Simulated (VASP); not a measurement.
## TaS2: single point with PBE+D4

The system is TaS2.

```xyz
3
Lattice="3.3829 0.0000 0.0000 -1.6914 2.9296 0.0000 0.0000 0.0000 6.1680" Properties=species:S:1:pos:R:3 pbc="T T T"
Ta    0.0000    0.0000    0.0000
S     1.6914    0.9765    4.6524
S     0.0000    1.9531    1.5156
```

```
Program                : VASP 6.6.1
Task                   : single point
Functional             : PBE
Dispersion             : D4
Potentials or basis    : VASP PAW PBE potentials, release 64 (Ta_pv, S)
Cutoff                 : 500 eV
k mesh                 : 6 × 6 × 4
Occupations            : methfessel-paxton, width 0.0039 eV
Spin                   : no spin polarisation
Dipole correction      : no
Further INCAR settings : ALGO = Normal; EDIFF = 1e-06; NBANDS = 18
```

The pressure is -1.0 GPa and the largest force is 0.172 eV/Å. The band gap on the k mesh is zero (an odd number of electrons rules out a gap without spin polarisation) and the dispersion energy per atom is -0.310 eV.

Forces in eV/Å, atoms in the order of the input:
```
Ta   0.000  0.000  0.000
S    0.000  0.000 -0.172
S    0.000  0.000  0.172
```

Stress tensor (GPa, compression positive):
```
-1.24  0.00  0.00
 0.00 -1.24  0.00
 0.00  0.00 -0.47
```

Levels at points of the mesh, in eV from the Fermi level:
```csv
k point,band 7,band 8,band 9,band 10,band 11,band 12,band 13,band 14,band 15,band 16
"(0.00, 0.00, 0.00)",-3.96,-3.96,-1.63,-0.81,-0.81,0.08,0.08,0.15,3.85,3.85
"(0.50, 0.00, 0.00)",-4.62,-4.37,-3.90,-3.31,-2.15,-0.90,2.36,2.90,4.31,4.76
"(0.00, 0.00, 0.50)",-3.95,-3.95,-3.41,-0.89,-0.89,0.06,0.06,0.95,4.11,4.11
"(0.50, 0.00, 0.50)",-5.05,-4.32,-3.99,-2.42,-1.97,-1.23,2.36,2.89,4.30,4.45
```

It took 13 s on 1 thread of Intel(R) Xeon(R) 6975P-C (Granite Rapids), on a shared host, peak memory 0.19 GiB.

Caveat: spin-orbit coupling is left out, which moves the levels of the heavy elements.
